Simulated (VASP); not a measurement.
# AlRu (Pm-3m) in VASP: a series of runs

AlRu is run at these levels: PBEsol, PBE; tasks: relaxation of cell and atoms, single point.

Everything below comes from runs of VASP 6.6.1. Logs are shortened: lines on timing, memory, paths and dates and some standing lists are left out, and cuts for length are marked.

**1. The cell of the first run**

Symmetry: Pm-3m, No. 221, cubic system. The conventional cell has a = 2.992 Å, b = 2.992 Å, c = 2.992 Å, α = 90.00°, β = 90.00°, γ = 90.00°. Within 3.4 Å of Ru (site symmetry m-3m) lie 8 Al at 2.59 Å and 6 Ru at 2.99 Å. Within 3.4 Å of Al (site symmetry m-3m) lie 8 Ru at 2.59 Å and 6 Al at 2.99 Å.

**2. Relaxation of cell and atoms, PBEsol, target pressure 20 GPa, at which the enthalpy is minimised**

INCAR reads:

```
ALGO = Normal
EDIFF = 1E-7
EDIFFG = -0.02
ENCUT = 600
GGA = PS
IBRION = 2
ISIF = 3
ISMEAR = -1
LASPH = T
LCHARG = F
LREAL = F
LWAVE = F
NELM = 60
NSW = 80
PREC = Accurate
PSTRESS = 200.0
SIGMA = 0.05
```

KPOINTS reads:

```
k-points
0
Gamma
  9 9 9
```

POSCAR reads:

```
AlRu
1.0
    2.9916000000      0.0000000000      0.0000000000
    0.0000000000      2.9916000000      0.0000000000
    0.0000000000      0.0000000000      2.9916000000
Ru Al
1 1
Direct
    0.5000000000      0.5000000000      0.5000000000
    0.0000000000      0.0000000000      0.0000000000
```

Potentials or basis: VASP PAW PBE potentials, release 64 (Ru_pv, Al).

Command:

```sh
> cat potpaw_PBE.64/Ru_pv/POTCAR potpaw_PBE.64/Al/POTCAR > POTCAR
> mpirun -np 1 vasp_std > vasp.out
```

OUTCAR:

```text
EDIFF = 1E-7
   EDIFFG = -0.02
   ENCUT = 600
   GGA = PS
   IBRION = 2
   ISIF = 3
   ISMEAR = -1
   LASPH = T
   LREAL = F
   NELM = 60
   NSW = 80
   PREC = Accurate
   PSTRESS = 200.0

 ion  position               nearest neighbor table
   1  0.500  0.500  0.500-   2 2.59   2 2.59   2 2.59   2 2.59   2 2.59   2 2.59   2 2.59   2 2.59

   2  0.000  0.000  0.000-   1 2.59   1 2.59   1 2.59   1 2.59   1 2.59   1 2.59   1 2.59   1 2.59

  LATTYP: Found a simple cubic cell.
 ALAT       =     2.9916000000

  Lattice vectors:

 A1 = (   2.9916000000,   0.0000000000,   0.0000000000)
 A2 = (   0.0000000000,   2.9916000000,   0.0000000000)
 A3 = (   0.0000000000,   0.0000000000,   2.9916000000)

Analysis of symmetry for initial positions (statically):
=====================================================================
 Subroutine PRICEL returns:
 Original cell was already a primitive cell.

 Routine SETGRP: Setting up the symmetry group for a
 simple cubic supercell.

 Subroutine GETGRP returns: Found 48 space group operations
[... 9 lines left out ...]

 Routine SETGRP: Setting up the symmetry group for a
 simple cubic supercell.

 Subroutine GETGRP returns: Found 48 space group operations
[... 11 lines left out ...]
                                     Primitive cell

  volume of cell :      26.7738

  direct lattice vectors                    reciprocal lattice vectors
     2.991600000  0.000000000  0.000000000     0.334269287  0.000000000  0.000000000
     0.000000000  2.991600000  0.000000000     0.000000000  0.334269287  0.000000000
     0.000000000  0.000000000  2.991600000     0.000000000  0.000000000  0.334269287

  length of vectors
     2.991600000  2.991600000  2.991600000     0.334269287  0.334269287  0.334269287

  position of ions in fractional coordinates (direct lattice)
     0.500000000  0.500000000  0.500000000
     0.000000000  0.000000000  0.000000000

  ion indices of the primitive-cell ions
   primitive index   ion index
                 1           1
                 2           2

----------------------------------------------------------------------------------------

 KPOINTS: k-points

Automatic generation of k-mesh.
 Grid dimensions read from file:
 generate k-points for:    9    9    9

 Generating k-lattice:

  Cartesian coordinates                     Fractional coordinates (reciprocal lattice)
     0.037141032  0.000000000  0.000000000     0.111111111  0.000000000  0.000000000
     0.000000000  0.037141032  0.000000000     0.000000000  0.111111111  0.000000000
     0.000000000  0.000000000  0.037141032     0.000000000  0.000000000  0.111111111

  Length of vectors
     0.037141032  0.037141032  0.037141032

  Shift w.r.t. Gamma in fractional coordinates (k-lattice)
     0.000000000  0.000000000  0.000000000

 Subroutine IBZKPT returns following result:
 ===========================================

 Found     35 irreducible k-points:

 Following reciprocal coordinates:
            Coordinates               Weight
  0.000000  0.000000  0.000000      1.000000
  0.111111  0.000000  0.000000      6.000000
  0.222222  0.000000  0.000000      6.000000
  0.333333  0.000000  0.000000      6.000000
  0.444444  0.000000  0.000000      6.000000
  0.111111  0.111111  0.000000     12.000000
[... 16 lines left out ...]
  0.333333  0.333333  0.111111     24.000000
  0.444444  0.333333  0.111111     48.000000
 [... further k-points ...]
   k-points           NKPTS =     35   k-points in BZ     NKDIM =     35   number of bands    NBANDS=     12
   number of dos      NEDOS =    301   number of ions     NIONS =      2
   total plane-waves  NPLWV =  13824
   dimension x,y,z NGX =    24 NGY =   24 NGZ =   24
   dimension x,y,z NGXF=    48 NGYF=   48 NGZF=   48
   ions per type =               1   1
   NGX,Y,Z   is equivalent  to a cutoff of  13.34, 13.34, 13.34 a.u.
   NGXF,Y,Z  is equivalent  to a cutoff of  26.67, 26.67, 26.67 a.u.
 SYSTEM =  unknown system
   PREC   = accura    normal or accurate (medium, high low for compatibility)
   ISTART =      0    job   : 0-new  1-cont  2-samecut
   ICHARG =      2    charge: 1-file 2-atom 10-const
   ISPIN  =      1    spin polarized calculation?
   LNONCOLLINEAR =      F non collinear calculations
   LSORBIT =      F    spin-orbit coupling
   LASPH  =      T    aspherical Exc in radial PAW
   ENCUT  =  600.0 eV  44.10 Ry    6.64 a.u.   5.97  5.97  5.97*2*pi/ulx,y,z
   NELM   =     60;   NELMIN=  2; NELMDL= -5     # of ELM steps
   EDIFF  = 0.1E-06   stopping-criterion for ELM
   LREAL  =      F    real-space projection
   EDIFFG = -.2E-01   stopping-criterion for IOM
   NSW    =     80    number of steps for IOM
   IBRION =      2    ionic relax: 0-MD 1-quasi-New 2-CG
   NFREE  =      1    steps in history (QN), initial steepest desc. (CG)
   ISIF   =      3    stress and relaxation
   ISYM   =      2    0-nonsym 1-usesym 2-fastsym
   POTIM  = 0.5000    time-step for ionic-motion
   TEBEG  =    0.0;   TEEND  =   0.0 temperature during run
   PSTRESS=  200.0 pullay stress
   NELECT =      17.0000    total number of electrons
   NUPDOWN=      -1.0000    fix difference up-down
   EMIN   =  10.00;   EMAX   =-10.00  energy-range for DOS
   EFERMI =   0.00;   METHOD = LEGACY
   ISMEAR =    -1;   SIGMA  =   0.05  broadening in eV -4-tet -1-fermi 0-gaus
   EFERMI_NEDOS =   21; number of points for ismear=-14 and -15
   IALGO  =     38    algorithm
   IMIX   =      4    mixing-type and parameters
     AMIX     =   0.40;   BMIX     =  1.00
     AMIX_MAG =   1.60;   BMIX_MAG =  1.00
  volume/ion in A,a.u.               =      13.39        90.34
  Fermi-wavevector in a.u.,A,eV,Ry     =   1.407087  2.659009 26.938090  1.979894
  Thomas-Fermi vector in A             =   2.529382
   LORBIT       =      0    0 simple, 1 ext, 2 COOP (PROOUT), +10 PAW based schemes
   GGA     = PS    functional components
   LHFCALC =     F    Hartree Fock is set to
   AEXX    =    0.0000 exact exchange contribution
   IVDW    =     0    specifies the selected vdW correction
   LEPSILON=     F    determine dielectric tensor
   LRPA    =     F    only Hartree local field effects (RPA)
 conjugate gradient relaxation of ions
 non-spin polarized calculation
  energy-cutoff  :      600.00
  volume of cell :       26.77
 maximum number of plane-waves:       922
 NGX is ok and might be reduce to    24
   NGX = 11   NGY = 11   NGZ = 11

--------------------------------------- Ionic step        1  -------------------------------------------

 number of electron      16.9999995 magnetization

 Free energy of the ion-electron system (eV)
  ---------------------------------------------------
  ext. energy  EPLUGINS =         0.00000000
  ---------------------------------------------------
  free energy    TOTEN  =       -15.52170063 eV

  energy without entropy =      -15.50676483  energy(sigma->0) =      -15.51423273

------------------------ aborting loop because EDIFF is reached ----------------------------------------

  FORCE on cell =-STRESS in cart. coord.  units (eV):
  Direction    XX          YY          ZZ          XY          YZ          ZX
  --------------------------------------------------------------------------------------
  -------------------------------------------------------------------------------------
  Total       -0.5492003     -0.5492003     -0.5492003      0.0000000     -0.0000000      0.0000000
  in kB      -32.8647813    -32.8647813    -32.8647813      0.0000000     -0.0000000      0.0000000
  external PRESSURE =    -232.8647813 kB  Pullay stress =     200.0000000 kB

 VOLUME and BASIS-vectors are now :
 -----------------------------------------------------------------------------
  energy-cutoff  :      600.00
  volume of cell :       26.77
      direct lattice vectors                 reciprocal lattice vectors
     2.991600000  0.000000000  0.000000000     0.334269287  0.000000000  0.000000000
     0.000000000  2.991600000  0.000000000     0.000000000  0.334269287  0.000000000
     0.000000000  0.000000000  2.991600000     0.000000000  0.000000000  0.334269287
[... 122 lines left out ...]
  FREE ENERGIE OF THE ION-ELECTRON SYSTEM (eV)
  ---------------------------------------------------
  free  energy   TOTEN  =       -15.4169876679 eV

  energy  without entropy=      -15.4036108735  energy(sigma->0) =      -15.41029927

  enthalpy is  TOTEN    =       -12.3641830397 eV   P V=        3.0528046282

--------------------------------------- Ionic step        5  -------------------------------------------

 number of electron      17.0000002 magnetization

 Free energy of the ion-electron system (eV)
  ---------------------------------------------------
  ext. energy  EPLUGINS =         0.00000000
  ---------------------------------------------------
  free energy    TOTEN  =       -15.41141867 eV

  energy without entropy =      -15.39806899  energy(sigma->0) =      -15.40474383

 E-fermi :  11.8685     XC(G=0): -13.1727

 val. band max:       11.8667229152   @ k =   0.4444   0.1111   0.1111
 cond. band min:      11.9491740608   @ k =   0.1111   0.1111   0.0000
 fundamental gap:      0.0824511456
 Fermi energy:        11.8685438747

 k-point     1 :       0.0000    0.0000    0.0000
  band No.  band energies     occupation
      1     -29.8113      2.00000
      2     -29.8113      2.00000
      3     -29.8113      2.00000
      4       1.7219      2.00000
      5       7.8223      2.00000
      6       7.8223      2.00000
      7      12.1533      0.00670
      8      12.1533      0.00670
      9      12.1533      0.00670
     10      18.4923      0.00000
     11      18.4923      0.00000
     12      18.4923      0.00000

 k-point     2 :       0.1111    0.0000    0.0000
  band No.  band energies     occupation
      1     -29.8467      2.00000
      2     -29.8083      2.00000
      3     -29.8083      2.00000
      4       1.9786      2.00000
      5       7.9152      2.00000
      6       7.9251      2.00000
      7      11.8308      1.36034
      8      11.8308      1.36034
      9      12.1870      0.00342
     10      17.4431      0.00000
     11      18.9948      0.00000
     12      18.9948      0.00000
[... 316 lines left out ...]
 k-point    24 :       0.4444    0.3333    0.1111
  band No.  band energies     occupation
      1     -30.0661      2.00000
      2     -29.9963      2.00000
      3     -29.7998      2.00000
      4       5.6724      2.00000
      5       7.8216      2.00000
      6       9.1518      2.00000
      7       9.7695      2.00000
      8      11.1092      2.00000
      9      11.6305      1.98303
     10      14.5002      0.00000
     11      18.7195      0.00000
     12      19.9145      0.00000

 [... further k-points ...]
[... 5 lines left out ...]
  --------------------------------------------------------------------------------------
  -------------------------------------------------------------------------------------
  Total        3.0685428      3.0685428      3.0685428     -0.0000000     -0.0000000      0.0000000
  in kB      201.4011896    201.4011896    201.4011896     -0.0000000     -0.0000000      0.0000000
  external PRESSURE =       1.4011896 kB  Pullay stress =     200.0000000 kB

 VOLUME and BASIS-vectors are now :
 -----------------------------------------------------------------------------
  energy-cutoff  :      600.00
  volume of cell :       24.41
      direct lattice vectors                 reciprocal lattice vectors
     2.900860960  0.000000000  0.000000000     0.344725243 -0.000000000  0.000000000
     0.000000000  2.900860960  0.000000000    -0.000000000  0.344725243  0.000000000
    -0.000000000 -0.000000000  2.900860960     0.000000000 -0.000000000  0.344725243

 POSITION                                       TOTAL-FORCE (eV/Angst)
 -----------------------------------------------------------------------------------
      1.45043      1.45043      1.45043        -0.000000     -0.000000      0.000000
      0.00000      0.00000      0.00000         0.000000      0.000000      0.000000
 -----------------------------------------------------------------------------------
    total drift:                                0.000000     -0.000000     -0.000000

  FREE ENERGIE OF THE ION-ELECTRON SYSTEM (eV)
  ---------------------------------------------------
  free  energy   TOTEN  =       -15.4114186736 eV

  energy  without entropy=      -15.3980689920  energy(sigma->0) =      -15.40474383

  enthalpy is  TOTEN    =       -12.3642243336 eV   P V=        3.0471943399

 reached required accuracy - stopping structural energy minimisation
```

Run time: 14 s. Hardware: 1 thread of Intel Xeon 6975P-C (Granite Rapids), shared host; peak memory 0.15 GiB.

What came out:

- Free energy: -15.4114 eV
- Relaxed volume: 12.21 Å³/atom
- Relaxed cell: a = 2.901 Å, b = 2.901 Å, c = 2.901 Å, α = 90.00°, β = 90.00°, γ = 90.00°
- Space group after relaxing (to 0.05 Å): Pm-3m (No. 221)
- Energy change on relaxing (the enthalpy is what falls): +55.1 meV/atom
- Ionic steps: 5
- Pressure after relaxing: 20.1 GPa

Step by step:
| step | energy change (eV) | largest force (eV/Å) | pressure (GPa) | volume (Å³) |
| --- | --- | --- | --- | --- |
| 1 | 0.0000 | 0.0000 | -3.29 | 26.77 |
| 2 | 1.7789 | 0.0000 | 113.58 | 19.92 |
| 3 | 0.0896 | 0.0000 | 17.98 | 24.59 |
| 4 | 0.1047 | 0.0000 | 19.58 | 24.46 |
| 5 | 0.1103 | 0.0000 | 20.14 | 24.41 |

Final structure:
```
Ru Al
1.0
     2.90086    0.00000    0.00000
     0.00000    2.90086    0.00000
     0.00000    0.00000    2.90086
Ru Al
1 1
Direct
  0.50000 0.50000 0.50000
  0.00000 0.00000 0.00000
```

Caveat: the cell is relaxed towards a set pressure, so the enthalpy falls and the energy may rise; the PAW data sets were made with another functional, which shifts forces and pressure a little.

[end of part 1 of 2]
